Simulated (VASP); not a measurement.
# Ga (a cell with a defect) in VASP: notebook, part 2 of 2

VASP 6.6.1.

## 3. Single point, PBE

The input, INCAR:

```
SYSTEM = Ga
PREC = Accurate
ENCUT = 520
EDIFF = 1E-6
ISMEAR = -1
SIGMA = 0.05
LREAL = .False.
LASPH = .True.
NELM = 100
ALGO = Normal
ISIF = 2
LWAVE = .False.
LCHARG = .True.
GGA = PE
LELF = .True.
LVHAR = .True.
NBANDS = 82
```

The input, KPOINTS:

```
Automatic mesh
0
Gamma
  3 3 2
  0 0 0
```

The input, POSCAR:

```
Ga
1.0
    0.0000000000      5.6784680000      0.0000000000
    5.6784680000      0.0000000000      0.0000000000
    4.2588510000      4.2588510000     -6.7613820000
Ga
11
Direct
   -0.1187803667      0.0204379929     -0.0246948035
    0.0219340487      0.0068791078      0.6307537424
   -0.0112207148      0.4984796128     -0.0069543475
   -0.0388411421      0.4427503716      0.3443469101
   -0.0303755236      0.5202902545      0.6498439224
    0.2978364413      0.0015760768      0.1224427196
    0.6582892401     -0.0090803744      0.3659744413
    0.4625091183     -0.0223404926      0.7334355610
    0.4945966720      0.5322356972      0.0238084463
    0.4740509611      0.5223671619      0.3584691709
    0.4534960050      0.4730725880      0.7089920374
```

Potentials or basis: VASP PAW PBE potentials, release 64 (Ga_d).

Run with:

```
cat potpaw_PBE.64/Ga_d/POTCAR > POTCAR
mpirun -np 1 vasp_std > vasp.out
```

OUTCAR:

```text
SYSTEM = Ga
   PREC = Accurate
   ENCUT = 520
   EDIFF = 1E-6
   ISMEAR = -1
   LREAL = .False.
   LASPH = .True.
   NELM = 100
   ISIF = 2
   GGA = PE

 ion  position               nearest neighbor table
   1  0.881  0.020  0.975-   5 2.78   2 2.87   3 2.88   6 2.91
   2  0.022  0.007  0.631-   5 2.69   4 2.79   8 2.84   1 2.87  10 2.91
   3  0.989  0.498  0.993-   9 2.70  11 2.75   7 2.85   8 2.86   1 2.88
   4  0.961  0.443  0.344-  10 2.76   2 2.79   6 2.85   9 2.86
   5  0.970  0.520  0.650-   2 2.69  11 2.71   1 2.78  10 2.83
   6  0.298  0.002  0.122-   9 2.77   4 2.85   1 2.91
   7  0.658  0.991  0.366-  11 2.77   3 2.85  10 2.90
   8  0.463  0.978  0.733-  11 2.72   9 2.75   2 2.84   3 2.86
   9  0.495  0.532  0.024-   3 2.70   8 2.75   6 2.77   4 2.86
  10  0.474  0.522  0.358-   4 2.76   5 2.83   7 2.90   2 2.91
  11  0.453  0.473  0.709-   5 2.71   8 2.72   3 2.75   7 2.77

  LATTYP: Found a base centered monoclinic cell.
 ALAT       =     8.0305664591
 B/A-ratio  =     1.0000000000
 C/A-ratio  =     0.8782878615
 COS(beta)  =    -0.2846447173

  Lattice vectors:

 A1 = (   0.0000000000,   5.6784680000,   0.0000000000)
 A2 = (   5.6784680000,   0.0000000000,   0.0000000000)
 A3 = (  -1.4196170000,  -1.4196170000,  -6.7613820000)

Analysis of symmetry for initial positions (statically):
=====================================================================
 Subroutine PRICEL returns:
 Original cell was already a primitive cell.

 Routine SETGRP: Setting up the symmetry group for a
 base centered monoclinic supercell.

 Subroutine GETGRP returns: Found  1 space group operations
 (whereof  1 operations were pure point group operations)
 out of a pool of  4 trial point group operations.

The static configuration has the point symmetry C_1 .

Analysis of symmetry for dynamics (positions and initial velocities):
=====================================================================
[... 160 lines left out ...]
   IVDW    =     0    specifies the selected vdW correction
   LEPSILON=     F    determine dielectric tensor
   LRPA    =     F    only Hartree local field effects (RPA)
 non-spin polarized calculation
  energy-cutoff  :      520.00
  volume of cell :      218.02
 maximum number of plane-waves:      5890
 NGX is ok and might be reduce to    42
   NGX = 21   NGY = 21   NGZ = 33

 number of electron     143.0000012 magnetization

 Free energy of the ion-electron system (eV)
  ---------------------------------------------------
  ext. energy  EPLUGINS =         0.00000000
  ---------------------------------------------------
  free energy    TOTEN  =       -31.94094734 eV

  energy without entropy =      -31.92413321  energy(sigma->0) =      -31.93254027

 E-fermi :   5.0953     XC(G=0): -10.7326

 val. band max:        4.9648947887   @ k =   0.3333   0.3333   0.0000
 cond. band min:       5.1041809808   @ k =   0.0000   0.0000   0.0000
 fundamental gap:      0.1392861920
 Fermi energy:         5.0953094445

 k-point     1 :       0.0000    0.0000    0.0000
  band No.  band energies     occupation
      1      -9.9832      2.00000
      2      -9.9472      2.00000
      3      -9.9459      2.00000
      4      -9.9300      2.00000
      5      -9.9268      2.00000
      6      -9.9199      2.00000
[... 839 lines left out ...]
     81       8.2092      0.00000
     82       8.5843      0.00000

------------------------ aborting loop because EDIFF is reached ----------------------------------------

  FORCE on cell =-STRESS in cart. coord.  units (eV):
  Direction    XX          YY          ZZ          XY          YZ          ZX
  --------------------------------------------------------------------------------------
  -------------------------------------------------------------------------------------
  Total        0.9316107      1.8231918     -5.3940770     -0.0704911     -1.3122226     -0.8147904
  in kB        6.8461625     13.3981584    -39.6396568     -0.5180205     -9.6431794     -5.9876806
  external PRESSURE =      -6.4651120 kB  Pullay stress =       0.0000000 kB

 VOLUME and BASIS-vectors are now :
 -----------------------------------------------------------------------------
  energy-cutoff  :      520.00
  volume of cell :      218.02
      direct lattice vectors                 reciprocal lattice vectors
     0.000000000  5.678468000  0.000000000     0.000000000  0.176103836  0.110924068
     5.678468000  0.000000000  0.000000000     0.176103836  0.000000000  0.110924068
     4.258851000  4.258851000 -6.761382000     0.000000000  0.000000000 -0.147898758

 POSITION                                       TOTAL-FORCE (eV/Angst)
 -----------------------------------------------------------------------------------
      4.26974      9.15766     -6.59441        -0.005743      0.012217     -0.000028
      2.72535      2.81084     -4.26477        -0.004221      0.008418      0.006659
      7.05983      9.84399     -6.71436         0.004618     -0.002912      0.002926
      3.98067      6.92443     -2.32826        -0.011233      0.001648     -0.005683
      5.72204      8.27357     -4.39384        -0.001036     -0.004325     -0.002741
      0.53042      2.21272     -0.82788         0.010958     -0.010010      0.008460
      7.18554      5.29670     -2.47449        -0.005112     -0.005066     -0.001968
      8.67520      5.74994     -4.95904        -0.003995      0.001351     -0.001079
      3.12368      2.90995     -0.16098        -0.000172      0.000490     -0.002034
      4.49291      4.21855     -2.42375         0.008341      0.001504     -0.000118
      5.70582      5.59465     -4.79377         0.007596     -0.003315     -0.004394
 -----------------------------------------------------------------------------------
    total drift:                               -0.000125     -0.000469      0.001509

  FREE ENERGIE OF THE ION-ELECTRON SYSTEM (eV)
  ---------------------------------------------------
  free  energy   TOTEN  =       -31.9409473411 eV

  energy  without entropy=      -31.9241332083  energy(sigma->0) =      -31.93254027
```

stdout:

```text
POSCAR found type information on POSCAR Ga
 POSCAR found :  1 types and      11 ions
 scaLAPACK will be used
 LDA part: xc-table for (Slater+PW92), standard interpolation
 -----------------------------------------------------------------------------
|                                                                             |
|           W    W    AA    RRRRR   N    N  II  N    N   GGGG   !!!           |
|           W    W   A  A   R    R  NN   N  II  NN   N  G    G  !!!           |
|           W    W  A    A  R    R  N N  N  II  N N  N  G       !!!           |
|           W WW W  AAAAAA  RRRRR   N  N N  II  N  N N  G  GGG   !            |
|           WW  WW  A    A  R   R   N   NN  II  N   NN  G    G                |
|           W    W  A    A  R    R  N    N  II  N    N   GGGG   !!!           |
|                                                                             |
|     Your reciprocal lattice and k-lattice belong to different lattice       |
|     classes:                                                                |
|                                                                             |
|        The reciprocal lattice is base-centered monoclinic,                  |
|        whereas your k-lattice is body-centered tetragonal.                  |
|                                                                             |
|     Results are often still useful ...                                      |
|                                                                             |
 -----------------------------------------------------------------------------

 POSCAR, INCAR and KPOINTS ok, starting setup
 FFT: planning ... GRIDC
 FFT: planning ... GRID_SOFT
 FFT: planning ... GRID
 WAVECAR not read
 entering main loop
```

Wall time 2.4 min (1 thread of Intel Xeon 6975P-C (Granite Rapids), shared host); peak memory 0.4 GiB.

What came out:

```
Free energy   : -31.9409 eV
Pressure      : -0.6 GPa
Largest force : 0.017 eV/Å
```

Forces in eV/Å, atoms in the order of the input:
```
Ga  -0.006  0.012  0.000
Ga  -0.004  0.008  0.007
Ga   0.005 -0.003  0.003
Ga  -0.011  0.002 -0.006
Ga  -0.001 -0.004 -0.003
Ga   0.011 -0.010  0.008
Ga  -0.005 -0.005 -0.002
Ga  -0.004  0.001 -0.001
Ga   0.000  0.000 -0.002
Ga   0.008  0.002  0.000
Ga   0.008 -0.003 -0.004
```

Caveat: the k points lie up to 0.46 Å⁻¹ apart.

## 4. Single point, PBE

The input, INCAR:

```
SYSTEM = Ga
PREC = Accurate
ENCUT = 520
EDIFF = 1E-7
ISMEAR = -1
SIGMA = 0.05
LREAL = .FALSE.
LASPH = .TRUE.
NELM = 100
ALGO = Normal
ISIF = 2
LWAVE = .FALSE.
LCHARG = .FALSE.
GGA = PE
NBANDS = 82
```

The input, KPOINTS:

```
Automatic mesh
0
G
  3 3 2
  0 0 0
```

The input, POSCAR:

```
Ga
1.0
    0.0000000000      5.6784680000      0.0000000000
    5.6784680000      0.0000000000      0.0000000000
    4.2588510000      4.2588510000     -6.7613820000
Ga
11
Direct
   -0.1369160089     -0.0424095329     -0.0107791573
    0.0136176599      0.0153117788      0.6114803157
    0.0185254558      0.4542817197     -0.0111166622
   -0.0239661605      0.4751712829      0.3206261678
   -0.0062287820      0.4898157497      0.6708520536
    0.1658051199     -0.0165222261      0.2470631004
    0.5874408293      0.0117848601      0.3658360081
    0.4572956300      0.0066585920      0.7205935118
    0.5178338929      0.5535216876      0.0067468455
    0.4635532067      0.5171590384      0.3655791079
    0.5232971841      0.5219020895      0.6742850796
```

Run with:

```
cat potpaw_PBE.64/Ga_d/POTCAR > POTCAR
mpirun -np 1 vasp_std > vasp.out
```

Wall time 3.8 min (1 thread of Intel Xeon 6975P-C (Granite Rapids), shared host); peak memory 0.4 GiB.

It converged, with:

```yaml
Free_energy: -31.9519 eV
Pressure: -0.7 GPa
Largest_force: 0.038 eV/Å
```

Forces on the atoms (eV/Å):
```
Ga  -0.018 -0.003 -0.007
Ga  -0.003 -0.001  0.010
Ga  -0.010  0.004  0.002
Ga   0.005  0.000  0.012
Ga  -0.004  0.010 -0.009
Ga   0.016 -0.011 -0.033
Ga   0.008 -0.014  0.008
Ga   0.007  0.004  0.005
Ga  -0.007  0.001  0.001
Ga   0.002  0.003  0.003
Ga   0.003  0.007  0.010
```

Stress tensor (GPa, compression positive):
```
 0.56  0.03 -0.64
 0.03  1.02 -0.95
-0.64 -0.95 -3.79
```

Levels at points of the mesh, in eV from the Fermi level:
```
           k point  band 69  band 70  band 71  band 72  band 73  band 74  band 75  band 76
(0.00, 0.00, 0.00)    -1.29    -0.91    -0.80    -0.72    -0.44    -0.07     0.46     0.86
(0.00, 0.00, 0.50)    -1.23    -0.98    -0.91    -0.86    -0.60    -0.55    -0.15     0.29
```

Caveat: the k points lie up to 0.46 Å⁻¹ apart.
